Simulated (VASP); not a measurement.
# Zn (Im-3m) in VASP: settings compared

The runs below take Zn through single point, with RPBE+D3(BJ), PBEsol+D3(BJ), PBE+D3(BJ), PBEsol+D4.

Program: VASP 6.6.1. These are calculated values, not measurements. Logs are shortened: lines on timing, memory, paths and dates and some standing lists are left out, and cuts for length are marked.

**1. The cell of the first run**

Symmetry: Im-3m, No. 229, cubic system. The conventional cell has a = 2.887 Å, b = 2.887 Å, c = 2.887 Å, α = 90.00°, β = 90.00°, γ = 90.00°. Zn (site symmetry m-3m) has 14 Zn at 2.50 to 2.89 Å within 3.3 Å.

**2. Single point, RPBE+D3(BJ)**

The input, INCAR:

```
ALGO     = Normal         # electronic algorithm
EDIFF    = 1E-6           # SCF threshold, eV
ENCUT    = 520            # plane-wave cutoff, eV
GGA      = RP             # functional
ISIF     = 2              # what is computed and relaxed
ISMEAR   = -1             # smearing method
IVDW     = 12             # dispersion correction
LASPH    = True           # aspherical terms in the spheres
LCHARG   = True           # write CHGCAR
LELF     = True           # ELF
LREAL    = False          # projectors in reciprocal space
LVHAR    = True         
LWAVE    = False          # write WAVECAR
NBANDS   = 12             # bands
NELM     = 100            # most SCF steps
PREC     = Accurate       # precision mode
SIGMA    = 0.05           # smearing width, eV
```

The input, KPOINTS:

```
k-points
0
Gamma
  12 12 12
```

The input, POSCAR:

```
Zn
1.0
   -1.4433392657      1.4433392657      1.4433392657
    1.4433392657     -1.4433392657      1.4433392657
    1.4433392657      1.4433392657     -1.4433392657
Zn
1
Direct
    0.0000000000      0.0000000000      0.0000000000
```

Potentials or basis: VASP PAW PBE potentials, release 64 (Zn).

Command:

```console
$ cat potpaw_PBE.64/Zn/POTCAR > POTCAR
$ mpirun -np 1 vasp_std > vasp.out
```

OUTCAR:

```text
EDIFF = 1E-6
   ENCUT = 520
   GGA = RP
   ISIF = 2
   ISMEAR = -1
   IVDW = 12
   LASPH = True
   LREAL = False
   NELM = 100
   PREC = Accurate
 IVDW          = 12

 ion  position               nearest neighbor table
   1  0.000  0.000  0.000-

  LATTYP: Found a body centered cubic cell.
 ALAT       =     2.8866785314

  Lattice vectors:

 A1 = (  -1.4433392657,   1.4433392657,   1.4433392657)
 A2 = (   1.4433392657,  -1.4433392657,   1.4433392657)
 A3 = (   1.4433392657,   1.4433392657,  -1.4433392657)

Analysis of symmetry for initial positions (statically):
=====================================================================
 Subroutine PRICEL returns:
 Original cell was already a primitive cell.

 Routine SETGRP: Setting up the symmetry group for a
 body centered cubic supercell.

 Subroutine GETGRP returns: Found 48 space group operations
 (whereof 48 operations were pure point group operations)
 out of a pool of 48 trial point group operations.

The static configuration has the point symmetry O_h .

Analysis of symmetry for dynamics (positions and initial velocities):
=====================================================================
 Subroutine PRICEL returns:
 Original cell was already a primitive cell.

 Routine SETGRP: Setting up the symmetry group for a
 body centered cubic supercell.

 Subroutine GETGRP returns: Found 48 space group operations
 (whereof 48 operations were pure point group operations)
 out of a pool of 48 trial point group operations.

The dynamic configuration has the point symmetry O_h .

 Subroutine INISYM returns: Found 48 space group operations
 (whereof 48 operations are pure point group operations),
 and found     1 'primitive' translations

----------------------------------------------------------------------------------------

                                     Primitive cell

  volume of cell :      12.0272

  direct lattice vectors                    reciprocal lattice vectors
    -1.443339266  1.443339266  1.443339266     0.000000000  0.346418899  0.346418899
     1.443339266 -1.443339266  1.443339266     0.346418899  0.000000000  0.346418899
     1.443339266  1.443339266 -1.443339266     0.346418899  0.346418899  0.000000000

  length of vectors
     2.499936941  2.499936941  2.499936941     0.489910306  0.489910306  0.489910306

  position of ions in fractional coordinates (direct lattice)
     0.000000000  0.000000000  0.000000000

[... 81 lines left out ...]
   ISIF   =      2    stress and relaxation
   ISYM   =      2    0-nonsym 1-usesym 2-fastsym
   POTIM  = 0.5000    time-step for ionic-motion
   TEBEG  =    0.0;   TEEND  =   0.0 temperature during run
   PSTRESS=    0.0 pullay stress
   NELECT =      12.0000    total number of electrons
   NUPDOWN=      -1.0000    fix difference up-down
   EMIN   =  10.00;   EMAX   =-10.00  energy-range for DOS
   EFERMI =   0.00;   METHOD = LEGACY
   ISMEAR =    -1;   SIGMA  =   0.05  broadening in eV -4-tet -1-fermi 0-gaus
   EFERMI_NEDOS =   21; number of points for ismear=-14 and -15
   IALGO  =     38    algorithm
   IMIX   =      4    mixing-type and parameters
     AMIX     =   0.40;   BMIX     =  1.00
     AMIX_MAG =   1.60;   BMIX_MAG =  1.00
  volume/ion in A,a.u.               =      12.03        81.16
  Fermi-wavevector in a.u.,A,eV,Ry     =   1.635863  3.091332 36.409822  2.676046
  Thomas-Fermi vector in A             =   2.727265
   LORBIT       =      0    0 simple, 1 ext, 2 COOP (PROOUT), +10 PAW based schemes
   GGA     = RP    functional components
   LHFCALC =     F    Hartree Fock is set to
   AEXX    =    0.0000 exact exchange contribution
   IVDW    =    12    specifies the selected vdW correction
   LEPSILON=     F    determine dielectric tensor
   LRPA    =     F    only Hartree local field effects (RPA)
 non-spin polarized calculation
  energy-cutoff  :      520.00
  volume of cell :       12.03
 maximum number of plane-waves:       339
   NGX =  9   NGY =  9   NGZ =  9

 number of electron      11.9999990 magnetization

 Free energy of the ion-electron system (eV)
  ---------------------------------------------------
  ext. energy  EPLUGINS =         0.00000000
  ---------------------------------------------------
  free energy    TOTEN  =        -0.32724774 eV

  energy without entropy =       -0.32525526  energy(sigma->0) =       -0.32625150

 E-fermi :   5.5725     XC(G=0): -12.7173

 val. band max:        5.4424099946   @ k =  -0.4167  -0.4167   0.1667
 cond. band min:       5.6588842674   @ k =   0.4167   0.0833   0.0000
 fundamental gap:      0.2164742728
 Fermi energy:         5.5724526311

 k-point     1 :       0.0000    0.0000    0.0000
  band No.  band energies     occupation
      1      -7.2885      2.00000
      2      -3.3396      2.00000
      3      -3.3396      2.00000
      4      -3.3396      2.00000
      5      -2.5769      2.00000
      6      -2.5769      2.00000
      7      28.1941      0.00000
      8      28.1941      0.00000
      9      28.1941      0.00000
     10      28.9814      0.00000
     11      28.9814      0.00000
     12      28.9814      0.00000
[... 331 lines left out ...]
 k-point    24 :       0.4167    0.0833    0.0833
  band No.  band energies     occupation
      1      -4.2454      2.00000
      2      -3.8296      2.00000
      3      -2.5850      2.00000
      4      -2.5129      2.00000
      5      -2.5056      2.00000
      6       2.4560      2.00000
      7       5.1203      1.99976
      8      15.6847      0.00000
      9      15.7837      0.00000
     10      27.5380      0.00000
     11      29.4809      0.00000
     12      37.4058      0.00000

 [... further k-points ...]

------------------------ aborting loop because EDIFF is reached ----------------------------------------

 Edisp (eV)   -2.48202

 E8    (eV) :    -1.5707

  FORCE on cell =-STRESS in cart. coord.  units (eV):
  Direction    XX          YY          ZZ          XY          YZ          ZX
  --------------------------------------------------------------------------------------
  -------------------------------------------------------------------------------------
  Total       0.05925     0.05925     0.05925     0.00000     0.00000    -0.00000
  in kB       7.89230     7.89230     7.89230     0.00000     0.00000    -0.00000
  external pressure =        7.89 kB  Pullay stress =        0.00 kB

 VOLUME and BASIS-vectors are now :
 -----------------------------------------------------------------------------
  energy-cutoff  :      520.00
  volume of cell :       12.03
      direct lattice vectors                 reciprocal lattice vectors
    -1.443339266  1.443339266  1.443339266     0.000000000  0.346418899  0.346418899
     1.443339266 -1.443339266  1.443339266     0.346418899  0.000000000  0.346418899
     1.443339266  1.443339266 -1.443339266     0.346418899  0.346418899  0.000000000

 POSITION                                       TOTAL-FORCE (eV/Angst)
 -----------------------------------------------------------------------------------
      0.00000      0.00000      0.00000         0.000000     -0.000000      0.000000
 -----------------------------------------------------------------------------------
    total drift:                                0.000000     -0.000000      0.000000

  FREE ENERGIE OF THE ION-ELECTRON SYSTEM (eV)
  ---------------------------------------------------
  free  energy   TOTEN  =        -2.8092707028 eV

  energy  without entropy=       -2.8072782191  energy(sigma->0) =       -2.80827446
```

OSZICAR:

```text
N       E                     dE             d eps       ncg     rms          rms(c)
DAV:   1     0.423360277721E+02    0.42336E+02   -0.66015E+03  1816   0.170E+03
DAV:   2     0.615014591220E+00   -0.41721E+02   -0.39073E+02  1772   0.220E+02
DAV:   3    -0.462552810708E+00   -0.10776E+01   -0.10757E+01  2020   0.346E+01
DAV:   4    -0.464415454873E+00   -0.18626E-02   -0.18626E-02  1908   0.134E+00
DAV:   5    -0.464416376698E+00   -0.92183E-06   -0.92212E-06  1968   0.296E-02    0.505E+00
DAV:   6    -0.338717570152E+00    0.12570E+00   -0.62442E-01  1928   0.165E+01    0.343E+00
DAV:   7    -0.330628442961E+00    0.80891E-02   -0.89882E-03  1820   0.182E+00    0.168E+00
DAV:   8    -0.327242783649E+00    0.33857E-02   -0.15438E-03  2112   0.666E-01    0.320E-02
DAV:   9    -0.327248458664E+00   -0.56750E-05   -0.83346E-05  2296   0.119E-01    0.239E-02
DAV:  10    -0.327247741830E+00    0.71683E-06   -0.36569E-06  1824   0.282E-02
   1 F= -.28092707E+01 E0= -.28082745E+01  d E =-.199248E-02
```

stdout:

```text
POSCAR found type information on POSCAR Zn
 POSCAR found :  1 types and       1 ions
 scaLAPACK will be used
 -----------------------------------------------------------------------------
|                                                                             |
|                                                                             |
|     You enforced a specific xc type in the INCAR file but a different       |
|     I HOPE YOU KNOW WHAT YOU ARE DOING!                                     |
|                                                                             |
 -----------------------------------------------------------------------------

 LDA part: xc-table for (Slater+PW92), standard interpolation
 POSCAR, INCAR and KPOINTS ok, starting setup
 FFT: planning ... GRIDC
 FFT: planning ... GRID_SOFT
 FFT: planning ... GRID
 WAVECAR not read
 entering main loop
```

It took 4.3 s on 1 thread of Intel Xeon 6975P-C (Granite Rapids), shared host; peak memory 0.13 GiB.

What came out:

| Quantity | Value |
| --- | --- |
| Free energy | -2.8093 eV |
| Pressure | 0.8 GPa |
| Band gap on the k mesh | zero (band 6 reaches 9.95 eV, above the bottom of band 7 at 4.84 eV) |
| Dispersion energy per atom | -2.482 eV |

Caveat: the PAW data sets were made with another functional, which shifts forces and pressure a little; pairwise dispersion overbinds metals, which lowers pressure and volume.

**3. Single point, PBEsol+D3(BJ)**

This run uses another cell than the first one, of 13.56 Å³/atom, 1.128 times its volume.

The input, INCAR:

```
PREC = Accurate
ENCUT = 520
EDIFF = 1E-6
ISMEAR = -1
SIGMA = 0.05
LREAL = F
LASPH = T
NELM = 80
ALGO = Normal
ISIF = 2
LWAVE = F
LCHARG = F
GGA = PS
IVDW = 12
NBANDS = 12
```

The input, KPOINTS:

```
Automatic mesh
0
Gamma
  12 12 12
```

The input, POSCAR:

```
Zn
1.0
   -1.5023778734      1.5023778734      1.5023778734
    1.5023778734     -1.5023778734      1.5023778734
    1.5023778734      1.5023778734     -1.5023778734
Zn
1
Direct
    0.0000000000      0.0000000000      0.0000000000
```

Potentials or basis: VASP PAW PBE potentials, release 64 (Zn).

Command:

```console
$ cat potpaw_PBE.64/Zn/POTCAR > POTCAR
$ mpirun -np 1 vasp_std > vasp.out
```

Run time: 5.1 s. Hardware: 1 thread of Intel Xeon 6975P-C (Granite Rapids), shared host; peak memory 0.13 GiB.

The run converged. Its results:

- Free energy: -1.8797 eV
- Pressure: 0.5 GPa
- Band gap on the k mesh: zero (band 6 reaches 8.29 eV, above the bottom of band 7 at 3.16 eV)
- Dispersion energy per atom: -0.404 eV

Levels at points of the mesh, in eV from the Fermi level:
```
           k point  band 4  band 5  band 6  band 7  band 8  band 9
(0.00, 0.00, 0.00)   -8.24   -7.61   -7.61   21.09   21.09   21.09
(0.50, 0.00, 0.00)   -7.56   -7.19   -3.33   -0.85   12.26   13.45
(0.50, 0.50, 0.50)   -7.29   -7.29    4.28    4.28    4.28    8.95
```

Caveat: the PAW data sets were made with another functional, which shifts forces and pressure a little; pairwise dispersion overbinds metals, which lowers pressure and volume.

**4. Single point, PBE+D3(BJ)**

This run uses another cell than the first one, of 14.37 Å³/atom, 1.195 times its volume.

The input, INCAR:

```
SYSTEM = Zn
PREC = Accurate ; ENCUT = 520
EDIFF = 1E-6 ; ISMEAR = -1
SIGMA = 0.05 ; LREAL = .FALSE.
LASPH = .TRUE. ; NELM = 60
ALGO = Fast ; ISIF = 2
LWAVE = .FALSE. ; LCHARG = .FALSE.
GGA = PE ; IVDW = 12
NBANDS = 12
```

The input, KPOINTS:

```
Automatic mesh
0
G
  12 12 12
  0 0 0
```

The input, POSCAR:

```
Zn
1.0
   -1.5314418005      1.5314418005      1.5314418005
    1.5314418005     -1.5314418005      1.5314418005
    1.5314418005      1.5314418005     -1.5314418005
Zn
1
Direct
    0.0000000000      0.0000000000      0.0000000000
```

Potentials or basis: VASP PAW PBE potentials, release 64 (Zn).

Command:

```console
$ cat potpaw_PBE.64/Zn/POTCAR > POTCAR
$ mpirun -np 1 vasp_std > vasp.out
```

OUTCAR:

```text
SYSTEM = Zn
   PREC = Accurate
   ENCUT = 520
   EDIFF = 1E-6
   ISMEAR = -1
   LREAL = .FALSE.
   LASPH = .TRUE.
   NELM = 60
   ISIF = 2
   GGA = PE
   IVDW = 12
 IVDW          = 12

 ion  position               nearest neighbor table
   1  0.000  0.000  0.000-

  LATTYP: Found a body centered cubic cell.
 ALAT       =     3.0628836010

  Lattice vectors:

 A1 = (  -1.5314418005,   1.5314418005,   1.5314418005)
 A2 = (   1.5314418005,  -1.5314418005,   1.5314418005)
[... 538 lines left out ...]
     11      24.9328      0.00000
     12      32.8756      0.00000

 [... further k-points ...]

------------------------ aborting loop because EDIFF is reached ----------------------------------------

 Edisp (eV)   -0.42545

 E8    (eV) :    -0.1786

  FORCE on cell =-STRESS in cart. coord.  units (eV):
  Direction    XX          YY          ZZ          XY          YZ          ZX
  --------------------------------------------------------------------------------------
  -------------------------------------------------------------------------------------
  Total       0.03266     0.03266     0.03266     0.00000    -0.00000     0.00000
  in kB       3.64186     3.64186     3.64186     0.00000    -0.00000     0.00000
  external pressure =        3.64 kB  Pullay stress =        0.00 kB

 VOLUME and BASIS-vectors are now :
 -----------------------------------------------------------------------------
  energy-cutoff  :      520.00
  volume of cell :       14.37
      direct lattice vectors                 reciprocal lattice vectors
    -1.531441800  1.531441800  1.531441800     0.000000000  0.326489717  0.326489717
     1.531441800 -1.531441800  1.531441800     0.326489717  0.000000000  0.326489717
     1.531441800  1.531441800 -1.531441800     0.326489717  0.326489717  0.000000000

 POSITION                                       TOTAL-FORCE (eV/Angst)
 -----------------------------------------------------------------------------------
      0.00000      0.00000      0.00000         0.000000      0.000000      0.000000
 -----------------------------------------------------------------------------------
    total drift:                                0.000000     -0.000000      0.000000

  FREE ENERGIE OF THE ION-ELECTRON SYSTEM (eV)
  ---------------------------------------------------
  free  energy   TOTEN  =        -1.4276647418 eV

  energy  without entropy=       -1.4240014459  energy(sigma->0) =       -1.42583309
```

It took 5 s on 1 thread of Intel Xeon 6975P-C (Granite Rapids), shared host; peak memory 0.13 GiB.

What came out:

| Item | Value |
| --- | --- |
| Free energy | -1.4277 eV |
| Pressure | 0.4 GPa |
| Band gap on the k mesh | zero (band 6 reaches 7.94 eV, above the bottom of band 7 at 2.77 eV) |
| Dispersion energy per atom | -0.425 eV |

Levels at points of the mesh, in eV from the Fermi level:
| k point | band 2 | band 3 | band 4 | band 5 | band 6 | band 7 | band 8 | band 9 | band 10 | band 11 |
| --- | --- | --- | --- | --- | --- | --- | --- | --- | --- | --- |
| (0.00, 0.00, 0.00) | -8.01 | -8.00 | -8.00 | -7.44 | -7.44 | 20.17 | 20.17 | 20.17 | 21.33 | 21.33 |
| (0.50, 0.00, 0.00) | -8.35 | -7.47 | -7.40 | -7.06 | -2.98 | -0.89 | 11.86 | 13.14 | 15.85 | 17.58 |
| (0.50, 0.50, 0.50) | -8.65 | -7.15 | -7.15 | -7.15 | 4.28 | 4.28 | 4.28 | 8.30 | 8.79 | 8.79 |

Caveat: pairwise dispersion overbinds metals, which lowers pressure and volume.

**5. Single point, PBEsol+D4**

This run uses another cell than the first one, of 13.92 Å³/atom, 1.157 times its volume.

The input, INCAR:

```
SYSTEM = Zn
PREC = Accurate
ENCUT = 520
EDIFF = 1E-6
ISMEAR = -1
SIGMA = 0.05
LREAL = .False.
LASPH = .True.
NELM = 60
ALGO = Fast
ISIF = 2
LWAVE = .False.
LCHARG = .False.
GGA = PS
IVDW = 13
NBANDS = 12
```

The input, KPOINTS:

```
Automatic mesh
0
Gamma
  12 12 12
  0 0 0
```

The input, POSCAR:

```
Zn
1.0
   -1.5153346561      1.5153346561      1.5153346561
    1.5153346561     -1.5153346561      1.5153346561
    1.5153346561      1.5153346561     -1.5153346561
Zn
1
Direct
    0.0000000000      0.0000000000      0.0000000000
```

Command:

```console
$ cat potpaw_PBE.64/Zn/POTCAR > POTCAR
$ mpirun -np 1 vasp_std > vasp.out
```

It took 5.6 s on 1 thread of Intel Xeon 6975P-C (Granite Rapids), shared host; peak memory 0.12 GiB.

It converged, with:

```yaml
Free_energy: -1.6865 eV
Pressure: 0.5 GPa
Band_gap_on_the_k_mesh: zero (band 6 reaches 8.04 eV, above the bottom of band 7 at 2.90 eV)
Dispersion_energy_per_atom: -0.202 eV
```

Levels at points of the mesh, in eV from the Fermi level:
| k point | band 4 | band 5 | band 6 | band 7 | band 8 | band 9 |
| --- | --- | --- | --- | --- | --- | --- |
| (0.00, 0.00, 0.00) | -8.11 | -7.51 | -7.51 | 20.66 | 20.66 | 20.66 |
| (0.50, 0.00, 0.00) | -7.46 | -7.10 | -3.17 | -0.87 | 12.07 | 13.31 |
| (0.50, 0.50, 0.50) | -7.20 | -7.20 | 4.28 | 4.28 | 4.28 | 8.65 |

Caveat: the PAW data sets were made with another functional, which shifts forces and pressure a little; pairwise dispersion overbinds metals, which lowers pressure and volume.

**6. The runs side by side**

| level | cell | gap on the mesh (eV) | pressure (GPa) |
| --- | --- | --- | --- |
| RPBE+D3(BJ) | a = 2.500 Å, angles 109.5°, 1 atom | none | 0.8 |
| PBEsol+D3(BJ) | a = 2.602 Å, angles 109.5°, 1 atom | none | 0.5 |
| PBE+D3(BJ) | a = 2.653 Å, angles 109.5°, 1 atom | none | 0.4 |
| PBEsol+D4 | a = 2.625 Å, angles 109.5°, 1 atom | none | 0.5 |

Alike in all rows: task single point; potentials or basis VASP PAW PBE potentials, release 64 (Zn); no spin polarisation; k mesh 12 × 12 × 12; cutoff (eV) 520; smearing fermi-dirac 0.05 eV.

Caveats: pairwise dispersion overbinds metals, which lowers pressure and volume; the PAW data sets were made with another functional, which shifts forces and pressure a little (some runs).

Absolute energies hang on the potentials; compare differences alone.
